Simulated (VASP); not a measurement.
The system is Ir.

```
Ir
1.0
     0.00000    1.94399    1.94399
     1.94399    0.00000    1.94399
     1.94399    1.94399    0.00000
Ir
1
Cartesian
  0.0000 0.0000 0.0000
```

Base run:

* Program: VASP 6.6.1
* Functional: RPBE
* Potentials or basis: VASP PAW PBE potentials, release 64 (Ir)
* Cutoff: 520 eV
* k mesh: 14 × 14 × 14
* Occupations: fermi-dirac, width 0.1 eV
* Spin: non-collinear spin, zero start, spin-orbit coupling
* Starting moments: [[0.0, 0.0, 0.0]] μB

Its results: pressure 1.5 GPa.

Task: The run is repeated on the same cell with these changes: spin from non-collinear spin, zero start, spin-orbit coupling to no spin polarisation; further incar settings from ALGO = Normal; EDIFF = 1e-06; NBANDS = 20 to ALGO = Normal; EDIFF = 1e-06; NBANDS = 10. What comes out?

Result: Pressure 0.3 GPa.

Caveats: the PAW data sets were made with another functional, which shifts forces and pressure a little.
